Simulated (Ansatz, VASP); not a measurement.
Given: the input of a run of Ansatz 0.2.0 on MgI2.

Contents of input.yaml:

```yaml
crystal:
  lattice:
    - [4.14, 0.0, 0.0]
    - [-2.07, 3.5853451717, 0.0]
    - [0.0, 0.0, 6.88]
  atoms:
    - { symbol: I, position: [0.6666666667, 0.3333333333, 0.75] }
    - { symbol: I, position: [0.3333333333, 0.6666666667, 0.25] }
    - { symbol: Mg, position: [0.0, 0.0, 0.0] }
hamiltonian:
  xc: rpbe
  pseudopotentials: { kind: paw }
kpoints:
  mp_grid: { grid: [8, 8, 4] }
scf:
  occupations: { method: fermi_dirac, width: 0.05 }
output:
  forces: true
  stress: true
  eigenvalues: true
relax:
  f_tol: 0.01
  max_steps: 40
  cell: { stress_tol: 0.05 }
```

Potentials or basis: Ansatz PAW.

Command:

```sh
$ ansatz run input.yaml --threads 2 --pin off --max-ram 5632MiB --backend cpu --events-out ev --progress --plain --runs-dir out
```

Task: Translate it to VASP 6.6.1. Potentials there: VASP PAW PBE potentials, release 64 (I, Mg).

Result: As run (the cutoff follows the program's own potentials):

File INCAR:

```
ALGO = Normal
EDIFF = 1E-6
EDIFFG = -0.01
ENCUT = 600
GGA = RP
IBRION = 2
ISIF = 3
ISMEAR = -1
LASPH = T
LCHARG = F
LREAL = F
LWAVE = F
NELM = 60
NSW = 60
PREC = Accurate
SIGMA = 0.05
```

Contents of KPOINTS:

```
k-points
0
Gamma
  8 8 4
```

The input POSCAR:

```
MgI2
1.0
    4.1400000000      0.0000000000      0.0000000000
   -2.0700000000      3.5853451717      0.0000000000
    0.0000000000      0.0000000000      6.8800000000
I Mg
2 1
Direct
    0.6666666667      0.3333333333      0.7500000000
    0.3333333333      0.6666666667      0.2500000000
    0.0000000000      0.0000000000      0.0000000000
```

Potentials or basis: VASP PAW PBE potentials, release 64 (I, Mg).

Command:

```console
$ cat potpaw_PBE.64/I/POTCAR potpaw_PBE.64/Mg/POTCAR > POTCAR
$ mpirun -np 1 vasp_std > vasp.out
```

Both were run:

|  | VASP | Ansatz | Ansatz less VASP |
| --- | --- | --- | --- |
| gap on the k mesh at the Fermi level, each at its own relaxed structure (eV) | 3.74 | 3.76 | +0.019 |
| relaxed volume (Å³/atom) | 45.28 | 45.43 | +0.154 |
| relaxed cell length with the largest relative difference (Å) | 8.559 | 8.577 | +0.0180 |

VASP's potentials were made for PBE, not for RPBE. VASP's potentials hold 16 valence electrons a cell and Ansatz's 44, so a difference there can come from the potentials and not from the codes.

Neither program's run includes spin-orbit coupling. Noted on VASP's run: the volume moved by over 15 % at a fixed basis, so the end points are rough. Noted on Ansatz's run: the volume moved by over 15 % at a fixed basis, so the end points are rough; the plane-wave basis is chosen anew once the cell has moved, so the energies of steps on either side of that aren't comparable.
